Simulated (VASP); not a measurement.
# GaN (P6_3mc) in VASP: notebook

GaN is run at these levels: r2SCAN+rVV10, b88 exchange, pbe correlation; tasks: single point.

All numbers are computed with VASP 6.6.1; they aren't measurements. Logs are shortened: lines on timing, memory, paths and dates and some standing lists are left out, and cuts for length are marked.

**1. The cell of the first run**

Symmetry: P6_3mc, No. 186, hexagonal system. The conventional cell has a = 3.222 Å, b = 3.222 Å, c = 5.234 Å, α = 90.00°, β = 90.00°, γ = 120.00°. Within 2.6 Å of Ga (site symmetry 3m) lie 4 N at 1.96 to 1.97 Å. Within 2.6 Å of N (site symmetry 3m) lie 4 Ga at 1.96 to 1.97 Å.

**2. Single point, r2SCAN+rVV10**

Input file POSCAR:

```
GaN
1.0
    3.2218469041      0.0000000000      0.0000000000
   -1.6109234521      2.7902012661      0.0000000000
    0.0000000000      0.0000000000      5.2339814801
Ga N
2 2
Direct
    0.6666666667      0.3333333333      0.5000000000
    0.3333333333      0.6666666667      0.0000000000
    0.6666666667      0.3333333333      0.8750000000
    0.3333333333      0.6666666667      0.3750000000
```

Input file INCAR.step1:

```
PREC = Accurate
ENCUT = 910
ISMEAR = -1
SIGMA = 0.05
LREAL = F
LASPH = T
NELM = 120
NBANDS = 26
GGA = PE
ALGO = Normal
EDIFF = 1E-5
LWAVE = T
LCHARG = F
GGA_COMPAT = F
```

Input file INCAR.step2:

```
PREC = Accurate
ENCUT = 910
EDIFF = 1E-6
ISMEAR = -1
SIGMA = 0.05
LREAL = F
LASPH = T
NELM = 120
ALGO = Normal
ISIF = 2
LWAVE = F
LCHARG = F
METAGGA = R2SCAN
LMIXTAU = T
LUSE_VDW = T
IVDW_NL = 2
BPARAM = 11.95
CPARAM = 0.0093
NBANDS = 26
ISTART = 1
GGA_COMPAT = F
```

Input file KPOINTS:

```
Automatic mesh
0
Gamma
  10 10 5
```

Potentials or basis: VASP PAW PBE potentials, release 64 (Ga_d, N_h).

Started as:

```
> cat potpaw_PBE.64/Ga_d/POTCAR potpaw_PBE.64/N_h/POTCAR > POTCAR
> cp INCAR.step1 INCAR
> mpirun -np 1 vasp_std > vasp.out
> cp INCAR.step2 INCAR
> mpirun -np 1 vasp_std > vasp.out
```

OUTCAR:

```text
PREC = Accurate
   ENCUT = 910
   EDIFF = 1E-6
   ISMEAR = -1
   LREAL = F
   LASPH = T
   NELM = 120
   ISIF = 2
   METAGGA = R2SCAN
   IVDW_NL = 2
   BPARAM = 11.95
   ISTART = 1

 ion  position               nearest neighbor table
   1  0.667  0.333  0.500-   3 1.96   4 1.97   4 1.97   4 1.97
   2  0.333  0.667  0.000-   4 1.96   3 1.97   3 1.97   3 1.97
   3  0.667  0.333  0.875-   1 1.96   2 1.97   2 1.97   2 1.97
   4  0.333  0.667  0.375-   2 1.96   1 1.97   1 1.97   1 1.97

  LATTYP: Found a hexagonal cell.
 ALAT       =     3.2218469041
 C/A-ratio  =     1.6245283019

  Lattice vectors:

 A1 = (   3.2218469041,   0.0000000000,   0.0000000000)
 A2 = (  -1.6109234521,   2.7902012661,   0.0000000000)
 A3 = (   0.0000000000,   0.0000000000,   5.2339814801)

Analysis of symmetry for initial positions (statically):
=====================================================================
 Subroutine PRICEL returns:
 Original cell was already a primitive cell.

 Routine SETGRP: Setting up the symmetry group for a
 hexagonal supercell.

 Subroutine GETGRP returns: Found 12 space group operations
 (whereof  6 operations were pure point group operations)
 out of a pool of 24 trial point group operations.

The static configuration has the point symmetry C_3v.
 The point group associated with its full space group is C_6v.

Analysis of symmetry for dynamics (positions and initial velocities):
=====================================================================
 Subroutine PRICEL returns:
 Original cell was already a primitive cell.

 Routine SETGRP: Setting up the symmetry group for a
 hexagonal supercell.

 Subroutine GETGRP returns: Found 12 space group operations
 (whereof  6 operations were pure point group operations)
 out of a pool of 24 trial point group operations.

The dynamic configuration has the point symmetry C_3v.
 The point group associated with its full space group is C_6v.

 Subroutine INISYM returns: Found 12 space group operations
 (whereof  6 operations are pure point group operations),
 and found     1 'primitive' translations

----------------------------------------------------------------------------------------

                                     Primitive cell

  volume of cell :      47.0514

  direct lattice vectors                    reciprocal lattice vectors
     3.221846904  0.000000000  0.000000000     0.310380980  0.179198542  0.000000000
    -1.610923452  2.790201266  0.000000000     0.000000000  0.358397085  0.000000000
     0.000000000  0.000000000  5.233981480     0.000000000  0.000000000  0.191059140

  length of vectors
     3.221846904  3.221846904  5.233981480     0.358397085  0.358397085  0.191059140

  position of ions in fractional coordinates (direct lattice)
     0.666666667  0.333333333  0.500000000
     0.333333333  0.666666667  0.000000000
     0.666666667  0.333333333  0.875000000
     0.333333333  0.666666667  0.375000000

  ion indices of the primitive-cell ions
   primitive index   ion index
                 1           1
                 2           2
                 3           3
                 4           4

----------------------------------------------------------------------------------------

 KPOINTS: Automatic mesh

Automatic generation of k-mesh.
 Grid dimensions read from file:
 generate k-points for:   10   10    5

 Generating k-lattice:

  Cartesian coordinates                     Fractional coordinates (reciprocal lattice)
     0.031038098  0.017919854  0.000000000     0.100000000  0.000000000  0.000000000
     0.000000000  0.035839708  0.000000000     0.000000000  0.100000000  0.000000000
     0.000000000  0.000000000  0.038211828     0.000000000  0.000000000  0.200000000

  Length of vectors
     0.035839708  0.035839708  0.038211828

  Shift w.r.t. Gamma in fractional coordinates (k-lattice)
     0.000000000  0.000000000  0.000000000

 Subroutine IBZKPT returns following result:
 ===========================================

 Found     42 irreducible k-points:

 Following reciprocal coordinates:
            Coordinates               Weight
  0.000000  0.000000  0.000000      1.000000
  0.100000  0.000000  0.000000      6.000000
  0.200000  0.000000  0.000000      6.000000
  0.300000  0.000000  0.000000      6.000000
  0.400000  0.000000  0.000000      6.000000
  0.500000  0.000000  0.000000      3.000000
[... 16 lines left out ...]
  0.300000  0.100000  0.200000     24.000000
  0.400000  0.100000  0.200000     24.000000
 [... further k-points ...]
   k-points           NKPTS =     42   k-points in BZ     NKDIM =     42   number of bands    NBANDS=     26
   number of dos      NEDOS =    301   number of ions     NIONS =      4
   total plane-waves  NPLWV =  55296
   dimension x,y,z NGX =    32 NGY =   32 NGZ =   54
   dimension x,y,z NGXF=    64 NGYF=   64 NGZF=  108
   ions per type =               2   2
   NGX,Y,Z   is equivalent  to a cutoff of  16.51, 16.51, 17.15 a.u.
   NGXF,Y,Z  is equivalent  to a cutoff of  33.02, 33.02, 34.30 a.u.
 SYSTEM =  unknown system
   PREC   = accura    normal or accurate (medium, high low for compatibility)
   ISTART =      1    job   : 0-new  1-cont  2-samecut
   ICHARG =      0    charge: 1-file 2-atom 10-const
   ISPIN  =      1    spin polarized calculation?
   LNONCOLLINEAR =      F non collinear calculations
   LSORBIT =      F    spin-orbit coupling
   LASPH  =      T    aspherical Exc in radial PAW
   ENCUT  =  910.0 eV  66.88 Ry    8.18 a.u.   7.92  7.92 12.87*2*pi/ulx,y,z
   NELM   =    120;   NELMIN=  2; NELMDL=  0     # of ELM steps
   EDIFF  = 0.1E-05   stopping-criterion for ELM
   LREAL  =      F    real-space projection
   EDIFFG = 0.1E-04   stopping-criterion for IOM
   NSW    =      0    number of steps for IOM
   IBRION =     -1    ionic relax: 0-MD 1-quasi-New 2-CG
   NFREE  =      0    steps in history (QN), initial steepest desc. (CG)
   ISIF   =      2    stress and relaxation
   ISYM   =      2    0-nonsym 1-usesym 2-fastsym
   POTIM  = 0.5000    time-step for ionic-motion
   TEBEG  =    0.0;   TEEND  =   0.0 temperature during run
   PSTRESS=    0.0 pullay stress
   NELECT =      36.0000    total number of electrons
   NUPDOWN=      -1.0000    fix difference up-down
   EMIN   =  10.00;   EMAX   =-10.00  energy-range for DOS
   EFERMI =   0.00;   METHOD = LEGACY
   ISMEAR =    -1;   SIGMA  =   0.05  broadening in eV -4-tet -1-fermi 0-gaus
   EFERMI_NEDOS =   21; number of points for ismear=-14 and -15
   IALGO  =     38    algorithm
   IMIX   =      4    mixing-type and parameters
     AMIX     =   0.40;   BMIX     =  1.00
     AMIX_MAG =   1.60;   BMIX_MAG =  1.00
  volume/ion in A,a.u.               =      11.76        79.38
  Fermi-wavevector in a.u.,A,eV,Ry     =   1.497332  2.829547 30.504307  2.242003
  Thomas-Fermi vector in A             =   2.609234
   LORBIT       =      0    0 simple, 1 ext, 2 COOP (PROOUT), +10 PAW based schemes
   METAGGA = R2SCAN    functional components
   LHFCALC =     F    Hartree Fock is set to
   AEXX    =    0.0000 exact exchange contribution
   IVDW_NL    =     2    kernel type
   BPARAM     =11.9500
   IVDW    =     0    specifies the selected vdW correction
   LEPSILON=     F    determine dielectric tensor
   LRPA    =     F    only Hartree local field effects (RPA)
 non-spin polarized calculation
  energy-cutoff  :      910.00
  volume of cell :       47.05
 maximum number of plane-waves:      2952
 NGX is ok and might be reduce to    32
   NGX = 15   NGY = 15   NGZ = 25

 number of electron      36.0000008 magnetization

 Free energy of the ion-electron system (eV)
  ---------------------------------------------------
  ext. energy  EPLUGINS =         0.00000000
  ---------------------------------------------------
  free energy    TOTEN  =       -42.78239775 eV

  energy without entropy =      -42.78239775  energy(sigma->0) =      -42.78239775

 E-fermi :   6.0593     XC(G=0): -12.5116

 val. band max:        5.0201812145   @ k =   0.0000   0.0000   0.0000
 cond. band min:       7.0839896795   @ k =   0.0000   0.0000   0.0000
 fundamental gap:      2.0638084650
 Fermi energy:         6.0592798626

 k-point     1 :       0.0000    0.0000    0.0000
  band No.  band energies     occupation
      1     -11.5231      2.00000
      2     -10.5993      2.00000
      3      -8.7795      2.00000
      4      -8.7590      2.00000
      5      -8.7590      2.00000
      6      -8.6958      2.00000
[... 18 lines left out ...]
     25      17.2238      0.00000
     26      17.2238      0.00000

 k-point     2 :       0.1000    0.0000    0.0000
  band No.  band energies     occupation
      1     -11.4305      2.00000
      2     -10.5745      2.00000
      3      -8.7676      2.00000
      4      -8.7457      2.00000
      5      -8.7274      2.00000
      6      -8.6843      2.00000
[... 18 lines left out ...]
     25      16.8008      0.00000
     26      17.4419      0.00000

 k-point     3 :       0.2000    0.0000    0.0000
  band No.  band energies     occupation
      1     -11.1888      2.00000
      2     -10.5172      2.00000
      3      -8.7369      2.00000
      4      -8.7162      2.00000
      5      -8.6610      2.00000
      6      -8.6297      2.00000
[... 18 lines left out ...]
     25      17.0078      0.00000
     26      17.9227      0.00000

 k-point     4 :       0.3000    0.0000    0.0000
  band No.  band energies     occupation
      1     -10.9024      2.00000
      2     -10.4629      2.00000
      3      -8.7113      2.00000
      4      -8.6931      2.00000
      5      -8.6156      2.00000
      6      -8.5719      2.00000
[... 18 lines left out ...]
     25      17.0063      0.00000
     26      18.6077      0.00000
[... 496 lines left out ...]
      1     -10.9246      2.00000
      2     -10.5022      2.00000
      3      -8.7097      2.00000
      4      -8.6968      2.00000
      5      -8.6428      2.00000
      6      -8.6169      2.00000
[... 18 lines left out ...]
     25      16.6473      0.00000
     26      18.0860      0.00000

 k-point    23 :       0.3000    0.1000    0.2000
  band No.  band energies     occupation
      1     -10.7042      2.00000
      2     -10.4513      2.00000
      3      -8.6974      2.00000
      4      -8.6835      2.00000
      5      -8.6144      2.00000
      6      -8.5647      2.00000
[... 18 lines left out ...]
     25      16.9275      0.00000
     26      18.5172      0.00000

 k-point    24 :       0.4000    0.1000    0.2000
  band No.  band energies     occupation
      1     -10.5832      2.00000
      2     -10.4309      2.00000
      3      -8.7008      2.00000
      4      -8.6760      2.00000
      5      -8.6009      2.00000
      6      -8.5485      2.00000
[... 18 lines left out ...]
     25      17.4469      0.00000
     26      18.8857      0.00000

 [... further k-points ...]

------------------------ aborting loop because EDIFF is reached ----------------------------------------

  FORCE on cell =-STRESS in cart. coord.  units (eV):
  Direction    XX          YY          ZZ          XY          YZ          ZX
  --------------------------------------------------------------------------------------
  -------------------------------------------------------------------------------------
  Total       -2.1178768     -2.1178768     -1.5775357      0.0000000      0.0000000      0.0000000
  in kB      -72.1171686    -72.1171686    -53.7176702      0.0000000      0.0000000      0.0000000
  external PRESSURE =     -65.9840025 kB  Pullay stress =       0.0000000 kB

 VOLUME and BASIS-vectors are now :
 -----------------------------------------------------------------------------
  energy-cutoff  :      910.00
  volume of cell :       47.05
      direct lattice vectors                 reciprocal lattice vectors
     3.221846904  0.000000000  0.000000000     0.310380980  0.179198542  0.000000000
    -1.610923452  2.790201266  0.000000000     0.000000000  0.358397085  0.000000000
     0.000000000  0.000000000  5.233981480     0.000000000  0.000000000  0.191059140

 POSITION                                       TOTAL-FORCE (eV/Angst)
 -----------------------------------------------------------------------------------
      1.61092      0.93007      2.61699         0.000000      0.000000     -0.129420
     -0.00000      1.86013      0.00000        -0.000000      0.000000     -0.129420
      1.61092      0.93007      4.57973        -0.000000      0.000000      0.129420
     -0.00000      1.86013      1.96274         0.000000      0.000000      0.129420
 -----------------------------------------------------------------------------------
    total drift:                               -0.000000     -0.000000      0.003437

  FREE ENERGIE OF THE ION-ELECTRON SYSTEM (eV)
  ---------------------------------------------------
  free  energy   TOTEN  =       -42.7823977521 eV

  energy  without entropy=      -42.7823977520  energy(sigma->0) =      -42.78239775
```

Run time: 6.9 min. Hardware: 1 thread of Intel Xeon 6975P-C (Granite Rapids), shared host; peak memory 0.49 GiB.

What came out:

```yaml
Free_energy: -42.7824 eV
Pressure: -6.6 GPa
Largest_force: 0.129 eV/Å
Band_gap_on_the_k_mesh: 2.06 eV
```

Forces in eV/Å, atoms in the order of the input:
```
Ga   0.000  0.000 -0.129
Ga   0.000  0.000 -0.129
N    0.000  0.000  0.129
N    0.000  0.000  0.129
```

Levels at points of the mesh, in eV from the valence-band top:
```csv
k point,band 14,band 15,band 16,band 17,band 18,band 19,band 20,band 21,band 22,band 23
"(0.00, 0.00, 0.00)",-1.04,-1.04,-0.06,0.00,0.00,2.06,4.55,9.71,10.34,10.34
"(0.50, 0.00, 0.00)",-5.25,-4.19,-2.73,-2.19,-0.97,5.41,5.88,6.40,9.04,10.79
```

Caveat: the cutoff is under 1.25 times the usual one of these potentials, so pressure, stress and relaxed cells hold a basis-set (Pulay) error; the cell stands under tension; the PAW data sets were made with another functional, which shifts forces and pressure a little. r2SCAN opens gaps a little over a GGA but as a rule still falls short of measured ones.

(Part 1 of 2 ends here.)
